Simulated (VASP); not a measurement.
Set up this calculation in VASP 6.6.1, as the native input.

| Item | Value |
| --- | --- |
| Task | G0W0 quasiparticle levels |
| Functional | PBE |
| Potentials or basis | VASP PAW PBE potentials, release 64 (In_d_GW, P_GW) |
| Cutoff | 500 eV |
| k mesh | 4 × 4 × 4 |
| Occupations | gaussian, width 0.01 eV |
| Spin | no spin polarisation |
| Dipole correction | no |
| GW scheme | G0W0 |
| GW iterations | 1 |
| Cutoff of the response function | 150 |
| Frequency points | 96 |
| Empty bands | 220 |
| Further INCAR settings | ALGO = EVGW0; EDIFF = 1e-08; NBANDS = 229 |

Crystal: InP.

```xyz
2
Lattice="0.0000 2.9799 2.9799 2.9799 0.0000 2.9799 2.9799 2.9799 0.0000" Properties=species:S:1:pos:R:3 pbc="T T T"
In    0.0000    0.0000    0.0000
P     4.4698    4.4698    4.4698
```

The input as run:

POSCAR

```
InP
1.0
    0.0000000000      2.9798940222      2.9798940222
    2.9798940222      0.0000000000      2.9798940222
    2.9798940222      2.9798940222      0.0000000000
In P
1 1
Direct
    0.0000000000      0.0000000000      0.0000000000
    0.7500000000      0.7500000000      0.7500000000
```

INCAR.step1

```
SYSTEM = InP
ALGO = Normal
EDIFF = 1E-8
ENCUT = 500
GGA = PE
ISMEAR = 0
LASPH = .TRUE.
LCHARG = .FALSE.
LREAL = .FALSE.
LWAVE = .TRUE.
NELM = 100
PREC = Accurate
SIGMA = 0.01
```

INCAR.step2

```
SYSTEM = InP
ALGO = Exact
EDIFF = 1E-8
ENCUT = 500
GGA = PE
ISMEAR = 0
ISTART = 1
LASPH = .TRUE.
LCHARG = .FALSE.
LOPTICS = .TRUE.
LREAL = .FALSE.
LWAVE = .TRUE.
NBANDS = 229
NELM = 1
PREC = Accurate
SIGMA = 0.01
```

INCAR.step3

```
SYSTEM = InP
ALGO = EVGW0
EDIFF = 1E-8
ENCUT = 500
ENCUTGW = 150.0
GGA = PE
ISMEAR = 0
ISTART = 1
LASPH = .TRUE.
LCHARG = .FALSE.
LREAL = .FALSE.
LWAVE = .FALSE.
NBANDS = 229
NBANDSGW = 17
NELMGW = 1
NOMEGA = 96
OMEGAMAX = 20
PREC = Accurate
PRECFOCK = Fast
SIGMA = 0.01
```

KPOINTS

```
k-points
0
G
  4 4 4
  0 0 0
```

Potentials or basis: VASP PAW PBE potentials, release 64 (In_d_GW, P_GW).

Command:

```console
$ cat potpaw_PBE.64/In_d_GW/POTCAR potpaw_PBE.64/P_GW/POTCAR > POTCAR
$ cp INCAR.step1 INCAR
$ mpirun -np 1 vasp_std > vasp.out
$ cp INCAR.step2 INCAR
$ mpirun -np 1 vasp_std > vasp.out
$ cp INCAR.step3 INCAR
$ mpirun -np 1 vasp_std > vasp.out
```

Results of the run:

```json
{
 "Quasiparticle gap": "0.91 eV",
 "Least direct quasiparticle gap": "0.91 eV",
 "Band gap of the starting levels on the mesh": "0.42 eV",
 "Least direct gap of the starting levels on the mesh": "0.42 eV"
}
```

Caveat: the k points lie up to 0.46 Å⁻¹ apart; bands, screening cutoff and mesh are small and nothing is extrapolated, so the quasiparticle values aren't converged; spin-orbit coupling is left out, which moves the levels of the heavy elements.

It took 6.1 min on 1 thread of AMD EPYC 9R45 96-Core Processor (Zen 5) (shared host), peak memory 0.66 GiB.
